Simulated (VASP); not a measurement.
# AlGa7N8 (P3m1) in VASP: a series of runs

Runs on AlGa7N8. Level: PBEsol. Tasks: relaxation of cell and atoms, single point.

Program: VASP 6.6.1. These are calculated values, not measurements. Logs are shortened: lines on timing, memory, paths and dates and some standing lists are left out, and cuts for length are marked.

**1. The cell of the first run**

It takes space group P3m1 (No. 156, trigonal). Conventional cell: a = 6.346 Å, b = 6.346 Å, c = 5.163 Å, α = 90.00°, β = 90.00°, γ = 120.00°. Al (site symmetry 3m) has 4 N at 1.90 Å within 2.5 Å. Ga (site symmetry m) has 4 N at 1.94 to 1.95 Å within 2.6 Å. Within 2.6 Å of Ga (site symmetry m) lie 4 N at 1.94 to 1.96 Å. Within 2.6 Å of Ga (site symmetry 3m) lie 4 N at 1.94 to 1.95 Å. Within 2.5 Å of N (site symmetry 3m) lie 1 Al at 1.90 Å and 3 Ga at 1.95 Å. N (site symmetry m) has 4 Ga at 1.94 to 1.95 Å within 2.6 Å. N (site symmetry m) has 1 Al at 1.90 Å and 3 Ga at 1.95 to 1.96 Å within 2.5 Å. N (site symmetry 3m) has 4 Ga at 1.94 to 1.95 Å within 2.6 Å.

**2. Relaxation of cell and atoms, PBEsol**

The input, INCAR:

```
  ALGO = Normal
  EDIFF = 1E-6
  EDIFFG = -0.005
  ENCUT = 600
  GGA = PS
  IBRION = 2
  ISIF = 3
  ISMEAR = 0
  LASPH = True
  LCHARG = False
  LREAL = Auto
  LWAVE = False
  NELM = 100
  NSW = 100
  PREC = Accurate
  SIGMA = 0.02
```

The input, KPOINTS:

```
k-points
0
Gamma
  6 6 6
```

The input, POSCAR:

```
AlGa7N8
1.0
    0.0000000000      0.0000000000     -5.1629151348
    3.1732265611      5.4961896277      0.0000000000
    3.1732265611     -5.4961896277      0.0000000000
Al Ga N
1 7 8
Direct
    0.0018072109      0.1666666667      0.3333333333
    0.0011966235      0.1673192106      0.8336596053
    0.0011966235      0.6663403947      0.3326807894
    0.0011966235      0.6663403947      0.8336596053
    0.5007920591      0.3324751803      0.6649503607
    0.5007920591      0.3324751803      0.1675248197
    0.5007361972      0.8333333333      0.6666666667
    0.5007920591      0.8350496393      0.1675248197
    0.6338019790      0.1666666667      0.3333333333
    0.6230044665      0.1671698233      0.8335849117
    0.6230044665      0.6664150883      0.3328301767
    0.6230044665      0.6664150883      0.8335849117
    0.1217435335      0.3299574067      0.6599148133
    0.1217435335      0.3299574067      0.1700425933
    0.1234445651      0.8333333333      0.6666666667
    0.1217435335      0.8400851867      0.1700425933
```

Potentials or basis: VASP PAW PBE potentials, release 64 (Al, Ga_d, N).

Run with:

```
> cat potpaw_PBE.64/Al/POTCAR potpaw_PBE.64/Ga_d/POTCAR potpaw_PBE.64/N/POTCAR > POTCAR
> mpirun -np 1 vasp_std > vasp.out
```

OUTCAR:

```text
EDIFF = 1E-6
   EDIFFG = -0.005
   ENCUT = 600
   GGA = PS
   IBRION = 2
   ISIF = 3
   ISMEAR = 0
   LASPH = True
   LREAL = Auto
   NELM = 100
   NSW = 100
   PREC = Accurate

 ion  position               nearest neighbor table
   1  0.002  0.167  0.333-  14 1.90  13 1.90  16 1.90   9 1.90
   2  0.001  0.167  0.834-  15 1.94  14 1.95  13 1.95  10 1.95
   3  0.001  0.666  0.333-  15 1.94  14 1.95  16 1.95  11 1.95
   4  0.001  0.666  0.834-  15 1.94  13 1.95  16 1.95  12 1.95
   5  0.501  0.332  0.665-  10 1.94  12 1.94   9 1.95  13 1.96
   6  0.501  0.332  0.168-  10 1.94  11 1.94   9 1.95  14 1.96
[... 8 lines left out ...]
  15  0.123  0.833  0.667-   4 1.94   3 1.94   2 1.94   7 1.95
  16  0.122  0.840  0.170-   1 1.90   4 1.95   3 1.95   8 1.96

  LATTYP: Found a hexagonal cell.
 ALAT       =     6.3464531222
 C/A-ratio  =     0.8135118995

  Lattice vectors:

 A1 = (   3.1732265611,   5.4961896277,   0.0000000000)
 A2 = (   3.1732265611,  -5.4961896277,   0.0000000000)
 A3 = (   0.0000000000,   0.0000000000,  -5.1629151348)

Analysis of symmetry for initial positions (statically):
=====================================================================
 Subroutine PRICEL returns:
 Original cell was already a primitive cell.

 Routine SETGRP: Setting up the symmetry group for a
 hexagonal supercell.

 Subroutine GETGRP returns: Found  6 space group operations
 (whereof  2 operations were pure point group operations)
 out of a pool of 24 trial point group operations.

The static configuration has the point symmetry C_1h.
 The point group associated with its full space group is C_3v.

Analysis of symmetry for dynamics (positions and initial velocities):
=====================================================================
 Subroutine PRICEL returns:
 Original cell was already a primitive cell.

 Routine SETGRP: Setting up the symmetry group for a
 hexagonal supercell.

 Subroutine GETGRP returns: Found  6 space group operations
 (whereof  2 operations were pure point group operations)
 out of a pool of 24 trial point group operations.

The dynamic configuration has the point symmetry C_1h.
 The point group associated with its full space group is C_3v.

 Subroutine INISYM returns: Found  6 space group operations
 (whereof  2 operations are pure point group operations),
 and found     1 'primitive' translations

----------------------------------------------------------------------------------------

                                     Primitive cell

  volume of cell :     180.0892

  direct lattice vectors                    reciprocal lattice vectors
     0.000000000  0.000000000 -5.162915135     0.000000000  0.000000000 -0.193689025
     3.173226561  5.496189628  0.000000000     0.157568327  0.090972116  0.000000000
     3.173226561 -5.496189628  0.000000000     0.157568327 -0.090972116  0.000000000

  length of vectors
     5.162915135  6.346453122  6.346453122     0.193689025  0.181944232  0.181944232

  position of ions in fractional coordinates (direct lattice)
     0.001807211  0.166666667  0.333333333
     0.001196624  0.167319211  0.833659605
     0.001196624  0.666340395  0.332680789
     0.001196624  0.666340395  0.833659605
     0.500792059  0.332475180  0.664950361
     0.500792059  0.332475180  0.167524820
[... 8 lines left out ...]
     0.123444565  0.833333333  0.666666667
     0.121743534  0.840085187  0.170042593

  ion indices of the primitive-cell ions
   primitive index   ion index
                 1           1
                 2           2
                 3           3
                 4           4
                 5           5
                 6           6
[... 8 lines left out ...]
                15          15
                16          16

----------------------------------------------------------------------------------------

 KPOINTS: k-points

Automatic generation of k-mesh.
 Grid dimensions read from file:
 generate k-points for:    6    6    6

 Generating k-lattice:

  Cartesian coordinates                     Fractional coordinates (reciprocal lattice)
     0.000000000  0.000000000 -0.032281504     0.166666667  0.000000000  0.000000000
     0.026261388  0.015162019  0.000000000     0.000000000  0.166666667  0.000000000
     0.026261388 -0.015162019  0.000000000     0.000000000  0.000000000  0.166666667

  Length of vectors
     0.032281504  0.030324039  0.030324039

  Shift w.r.t. Gamma in fractional coordinates (k-lattice)
     0.000000000  0.000000000  0.000000000

 Subroutine IBZKPT returns following result:
 ===========================================

 Found     34 irreducible k-points:

 Following reciprocal coordinates:
            Coordinates               Weight
  0.000000  0.000000  0.000000      1.000000
  0.166667  0.000000  0.000000      2.000000
  0.333333  0.000000  0.000000      2.000000
  0.500000  0.000000  0.000000      1.000000
  0.000000  0.166667  0.000000      6.000000
[... 59 lines left out ...]
 maximum number of plane-waves:      6042
 NGX is ok and might be reduce to    42
   NGX = 21   NGY = 25   NGZ = 25

--------------------------------------- Ionic step        1  -------------------------------------------

 number of electron     134.0000022 magnetization

 Free energy of the ion-electron system (eV)
  ---------------------------------------------------
  ext. energy  EPLUGINS =         0.00000000
  ---------------------------------------------------
  free energy    TOTEN  =      -107.58046427 eV

  energy without entropy =     -107.58046427  energy(sigma->0) =     -107.58046427

------------------------ aborting loop because EDIFF is reached ----------------------------------------

  FORCE on cell =-STRESS in cart. coord.  units (eV):
  Direction    XX          YY          ZZ          XY          YZ          ZX
  --------------------------------------------------------------------------------------
  -------------------------------------------------------------------------------------
  Total       -0.3677132     -0.3677132     -0.2885420      0.0000000     -0.0000000      0.0000000
  in kB       -3.2713877     -3.2713877     -2.5670350      0.0000000     -0.0000000      0.0000000
  external PRESSURE =      -3.0366035 kB  Pullay stress =       0.0000000 kB

 VOLUME and BASIS-vectors are now :
 -----------------------------------------------------------------------------
  energy-cutoff  :      600.00
  volume of cell :      180.09
      direct lattice vectors                 reciprocal lattice vectors
     0.000000000  0.000000000 -5.162915135     0.000000000  0.000000000 -0.193689025
     3.173226561  5.496189628  0.000000000     0.157568327  0.090972116  0.000000000
     3.173226561 -5.496189628  0.000000000     0.157568327 -0.090972116  0.000000000
[... 308 lines left out ...]
      1.58562      0.90669     -2.58436         0.000000     -0.002930      0.000062
[... 8 lines left out ...]
      4.75687      0.91546     -0.63831         0.000000      0.000000     -0.002117
      3.20321      3.68030     -0.62854        -0.000325     -0.000188      0.001930
 -----------------------------------------------------------------------------------
    total drift:                                0.000008     -0.000012     -0.013795

  FREE ENERGIE OF THE ION-ELECTRON SYSTEM (eV)
  ---------------------------------------------------
  free  energy   TOTEN  =      -107.5808186558 eV

  energy  without entropy=     -107.5808186558  energy(sigma->0) =     -107.58081866

--------------------------------------- Ionic step        8  -------------------------------------------

 number of electron     134.0000022 magnetization

 Free energy of the ion-electron system (eV)
  ---------------------------------------------------
  ext. energy  EPLUGINS =         0.00000000
  ---------------------------------------------------
  free energy    TOTEN  =      -107.58081943 eV

  energy without entropy =     -107.58081943  energy(sigma->0) =     -107.58081943

 E-fermi :   5.4459     XC(G=0): -11.8426

 val. band max:        5.3352975127   @ k =   0.0000   0.0000   0.0000
 cond. band min:       7.5007939975   @ k =   0.0000   0.0000   0.0000
 fundamental gap:      2.1654964848
 Fermi energy:         5.4459334452

 k-point     1 :       0.0000    0.0000    0.0000
  band No.  band energies     occupation
      1     -10.5852      2.00000
      2      -9.6129      2.00000
      3      -9.6013      2.00000
      4      -9.6013      2.00000
      5      -9.5960      2.00000
      6      -9.2760      2.00000
[... 1957 lines left out ...]
     78      13.1959      0.00000
     79      13.2272      0.00000

 [... further k-points ...]

 [bands above 79 left out]

------------------------ aborting loop because EDIFF is reached ----------------------------------------

  FORCE on cell =-STRESS in cart. coord.  units (eV):
  Direction    XX          YY          ZZ          XY          YZ          ZX
  --------------------------------------------------------------------------------------
  -------------------------------------------------------------------------------------
  Total        0.0034952      0.0034952     -0.0608157      0.0000000     -0.0000000      0.0000000
  in kB        0.0311443      0.0311443     -0.5419017      0.0000000     -0.0000000      0.0000000
  external PRESSURE =      -0.1598710 kB  Pullay stress =       0.0000000 kB

 VOLUME and BASIS-vectors are now :
 -----------------------------------------------------------------------------
  energy-cutoff  :      600.00
  volume of cell :      179.81
      direct lattice vectors                 reciprocal lattice vectors
     0.000000000  0.000000000 -5.162044707     0.000000000  0.000000000 -0.193721685
     3.171002856  5.492338058  0.000000000     0.157678824  0.091035911  0.000000000
     3.171002856 -5.492338058 -0.000000000     0.157678824 -0.091035911 -0.000000000
[... 4 lines left out ...]
      3.17378     -3.65995     -0.00568        -0.001858     -0.001073      0.002646
      3.16822      1.83239     -0.00568         0.001858     -0.001073      0.002646
      4.75650     -0.91860     -0.00568         0.000000      0.002146      0.002646
      3.16335     -1.82636     -2.58458         0.002941     -0.001698      0.001118
      1.58550      0.90655     -2.58458         0.000000      0.003396      0.001118
[... 8 lines left out ...]
      4.75650      0.91539     -0.63864         0.000000      0.000000     -0.001566
      3.20292      3.67999     -0.62854         0.001835      0.001059     -0.001655
 -----------------------------------------------------------------------------------
    total drift:                                0.000008     -0.000012     -0.003361

  FREE ENERGIE OF THE ION-ELECTRON SYSTEM (eV)
  ---------------------------------------------------
  free  energy   TOTEN  =      -107.5808194333 eV

  energy  without entropy=     -107.5808194333  energy(sigma->0) =     -107.58081943

 reached required accuracy - stopping structural energy minimisation
```

It took 53 min on 1 thread of Intel Xeon 6975P-C (Granite Rapids), shared host; peak memory 0.6 GiB.

Results:

| Quantity | Value |
| --- | --- |
| Free energy | -107.5808 eV |
| Relaxed volume | 11.24 Å³/atom |
| Relaxed cell | a = 5.162 Å, b = 6.342 Å, c = 6.342 Å, α = 120.00°, β = 90.00°, γ = 90.00° |
| Space group after relaxing (to 0.05 Å) | P3m1 (No. 156) |
| Energy gained by relaxing | 0.0 meV/atom |
| Ionic steps | 8 |
| Pressure after relaxing | 0.0 GPa |
| Largest force after relaxing | 0.004 eV/Å |
| Band gap on the k mesh | 2.17 eV, direct |

Forces on the atoms (eV/Å):
```
Al   0.000  0.000  0.004
Ga  -0.002 -0.001  0.003
Ga   0.002 -0.001  0.003
Ga   0.000  0.002  0.003
Ga   0.003 -0.002  0.001
Ga   0.000  0.003  0.001
Ga   0.000  0.000  0.000
Ga  -0.003 -0.002  0.001
N    0.000  0.000 -0.003
N    0.001  0.001 -0.002
N   -0.001  0.001 -0.002
N    0.000 -0.001 -0.002
N   -0.002  0.001 -0.002
N    0.000 -0.002 -0.002
N    0.000  0.000 -0.002
N    0.002  0.001 -0.002
```

Step by step:
```tsv
step	energy change (eV)	largest force (eV/Å)	pressure (GPa)	volume (Å³)
1	0.0000	0.0153	-0.30	180.09
2	-0.0001	0.0083	0.20	179.53
3	-0.0003	0.0119	0.04	179.79
4	-0.0003	0.0127	-0.05	179.81
5	-0.0003	0.0115	0.02	179.80
6	-0.0004	0.0058	-0.04	179.81
7	-0.0004	0.0051	-0.01	179.81
8	-0.0004	0.0036	-0.02	179.81
```

Final structure:
```cif
data_structure
_symmetry_space_group_name_H-M 'P 1'
_symmetry_Int_Tables_number 1
_cell_length_a 5.1620
_cell_length_b 6.3420
_cell_length_c 6.3420
_cell_angle_alpha 120.000
_cell_angle_beta 90.000
_cell_angle_gamma 90.000
_cell_volume 179.81
loop_
_atom_site_label
_atom_site_type_symbol
_atom_site_fract_x
_atom_site_fract_y
_atom_site_fract_z
_atom_site_occupancy
Al1 Al 0.00174 0.16667 0.33333 1
Ga1 Ga 0.00110 0.16725 0.83363 1
Ga2 Ga 0.00110 0.66637 0.33275 1
Ga3 Ga 0.00110 0.66637 0.83363 1
Ga4 Ga 0.50069 0.33253 0.66506 1
Ga5 Ga 0.50069 0.33253 0.16747 1
Ga6 Ga 0.50078 0.83333 0.66667 1
Ga7 Ga 0.50069 0.83494 0.16747 1
N1 N 0.63363 0.16667 0.33333 1
N2 N 0.62316 0.16716 0.83358 1
N3 N 0.62316 0.66642 0.33284 1
N4 N 0.62316 0.66642 0.83358 1
N5 N 0.12176 0.32998 0.65996 1
N6 N 0.12176 0.32998 0.17002 1
N7 N 0.12372 0.83333 0.66667 1
N8 N 0.12176 0.84004 0.17002 1
```

Levels at points of the mesh, in eV from the valence-band top:
| k point | band 64 | band 65 | band 66 | band 67 | band 68 | band 69 | band 70 | band 71 |
| --- | --- | --- | --- | --- | --- | --- | --- | --- |
| (0.00, 0.00, 0.00) | -0.91 | -0.05 | 0.00 | 0.00 | 2.17 | 4.45 | 4.93 | 4.93 |
| (0.50, 0.00, 0.00) | -0.60 | -0.60 | -0.43 | -0.43 | 4.33 | 4.35 | 4.35 | 4.41 |
| (0.00, 0.50, 0.00) | -0.74 | -0.64 | -0.55 | -0.40 | 4.43 | 4.50 | 5.60 | 5.62 |
| (0.50, 0.50, 0.00) | -1.41 | -1.22 | -1.21 | -1.19 | 5.27 | 5.30 | 5.33 | 5.41 |

Caveat: the PAW data sets were made with another functional, which shifts forces and pressure a little. A hybrid or GW would open this gap; PBEsol tends to underestimate it.

**3. Single point, PBEsol**

The input, INCAR:

```
SYSTEM = AlGa7N8
PREC = Accurate
ENCUT = 520
EDIFF = 1E-6
ISMEAR = 0
SIGMA = 0.02
LREAL = Auto
LASPH = .True.
NELM = 100
ALGO = Normal
ISIF = 2
LWAVE = .False.
LCHARG = .False.
GGA = PS
NBANDS = 81
```

The input, KPOINTS:

```
Automatic mesh
0
Gamma
  6 6 6
  0 0 0
```

The input, POSCAR:

```
AlGa7N8
1.0
    0.0000000000      0.0000000000     -5.1640681976
    3.1731514208      5.4960594809      0.0000000000
    3.1731514208     -5.4960594809      0.0000000000
Al Ga N
1 7 8
Direct
    0.0016464206      0.1666666667      0.3333333333
    0.0011706251      0.1672677040      0.8336338520
    0.0011706251      0.6663661480      0.3327322960
    0.0011706251      0.6663661480      0.8336338520
    0.5006588512      0.3325204236      0.6650408473
    0.5006588512      0.3325204236      0.1674795764
    0.5009205025      0.8333333333      0.6666666667
    0.5006588512      0.8349591527      0.1674795764
    0.6336520968      0.1666666667      0.3333333333
    0.6231573499      0.1671942980      0.8335971490
    0.6231573499      0.6664028510      0.3328057020
    0.6231573499      0.6664028510      0.8335971490
    0.1216912632      0.3299312946      0.6598625892
    0.1216912632      0.3299312946      0.1700687054
    0.1237467117      0.8333333333      0.6666666667
    0.1216912632      0.8401374108      0.1700687054
```

Potentials or basis: VASP PAW PBE potentials, release 64 (Al, Ga_d, N).

Run with:

```
> cat potpaw_PBE.64/Al/POTCAR potpaw_PBE.64/Ga_d/POTCAR potpaw_PBE.64/N/POTCAR > POTCAR
> mpirun -np 1 vasp_std > vasp.out
```

It took 13 min on 1 thread of Intel Xeon Platinum 8375C at 2.90GHz (Ice Lake), shared host; peak memory 0.47 GiB.

The run converged. Its results:

```
Free energy            : -107.5679 eV
Pressure               : -0.2 GPa
Largest force          : 0.010 eV/Å
Band gap on the k mesh : 2.15 eV, direct
```

Forces on the atoms (eV/Å):
```
Al   0.000  0.000 -0.006
Ga  -0.003 -0.002  0.006
Ga   0.003 -0.002  0.006
Ga   0.000  0.003  0.006
Ga   0.003 -0.002  0.000
Ga   0.000  0.004  0.000
Ga   0.000  0.000  0.004
Ga  -0.003 -0.002  0.000
N    0.000  0.000  0.010
N    0.000  0.000 -0.002
N    0.000  0.000 -0.002
N    0.000  0.000 -0.002
N    0.007 -0.004 -0.006
N    0.000  0.008 -0.006
N    0.000  0.000 -0.004
N   -0.007 -0.004 -0.006
```

Levels at points of the mesh, in eV from the valence-band top:
```tsv
k point	band 63	band 64	band 65	band 66	band 67	band 68	band 69	band 70	band 71	band 72
(0.00, 0.00, 0.00)	-0.93	-0.90	-0.05	0.00	0.00	2.15	4.43	4.92	4.92	5.17
(0.50, 0.00, 0.00)	-1.76	-0.60	-0.60	-0.43	-0.43	4.32	4.35	4.35	4.41	4.41
(0.00, 0.50, 0.00)	-1.86	-0.74	-0.64	-0.55	-0.40	4.42	4.49	5.60	5.62	6.00
(0.50, 0.50, 0.00)	-1.53	-1.41	-1.22	-1.21	-1.18	5.26	5.29	5.32	5.40	5.77
```

Caveat: the PAW data sets were made with another functional, which shifts forces and pressure a little.
